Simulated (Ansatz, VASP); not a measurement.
Two plane-wave programs on Ir

Contents of INCAR:

```
SYSTEM = Ir
ALGO = Normal
EDIFF = 1E-7
ENCUT = 520
GGA = PE
GGA_COMPAT = .FALSE.
ISIF = 2
ISMEAR = 0
LASPH = .TRUE.
LCHARG = .FALSE.
LMAXMIX = 4
LORBIT = 11
LORBMOM = .TRUE.
LREAL = .FALSE.
LSORBIT = .TRUE.
LWAVE = .FALSE.
MAGMOM = 0 0 0
NBANDS = 20
NELM = 150
PREC = Accurate
SIGMA = 0.05
```

The input KPOINTS:

```
k-points
0
G
  12 12 12
  0 0 0
```

File POSCAR:

```
Ir
1.0
   -1.5549320501      1.5549320501      1.5549320501
    1.5549320501     -1.5549320501      1.5549320501
    1.5549320501      1.5549320501     -1.5549320501
Ir
1
Direct
    0.0000000000      0.0000000000      0.0000000000
```

Input for Ansatz:

```yaml
crystal:
  lattice:
    - [-1.5549320501, 1.5549320501, 1.5549320501]
    - [1.5549320501, -1.5549320501, 1.5549320501]
    - [1.5549320501, 1.5549320501, -1.5549320501]
  atoms:
    - { symbol: Ir, position: [0.0, 0.0, 0.0] }
basis:
  ecutwfc: 420
  ecutrho_ratio: 4
kpoints:
  mp_grid: { grid: [12, 12, 12] }
  band_path:
    path:
      - [[0.0, 0.0, 0.0], [0.5, -0.5, 0.5], [0.0, 0.0, 0.5], [0.0, 0.0, 0.0], [0.25, 0.25, 0.25], [0.5, -0.5, 0.5]]
      - [[0.25, 0.25, 0.25], [0.0, 0.0, 0.5]]
    npoints: 10
hamiltonian:
  xc: pbe
scf:
  occupations: { method: gaussian, width: 0.05 }
output:
  forces: true
  stress: true
  eigenvalues: true
  populations: true
  eigenstates:
    nscf_kmesh: { grid: [22, 22, 22] }
    de_dk: true
    e_range: [-2.5, 2.5]
  write_density: true
  write_potential: true
  elf: true
  volumetric_format: npy
magnetization:
  noncollinear: true
  spin_orbit: true
```

Alike in both runs: task single point; functional PBE; k mesh 12 × 12 × 12; occupations gaussian, width 0.05 eV; non-collinear spin, spin-orbit coupling.

|  | VASP | Ansatz |
| --- | --- | --- |
| version | VASP 6.6.1 | Ansatz 0.2.0 |
| potentials or method | VASP PAW PBE potentials, release 64 (Ir), cutoff 520 eV | plane waves, PAW |
| valence electrons in the cell | 9 | 17 |

VASP gave:

| Item | Value |
| --- | --- |
| pressure (GPa) | 2.3 |

Task: What did Ansatz give for the same quantities?

Result: Pressure (GPa): 1.5.

With one functional, cell and mesh, what is left measures potentials, basis and numerics. VASP's potentials hold 9 valence electrons a cell and Ansatz's 17, so a difference there can come from the potentials and not from the codes.
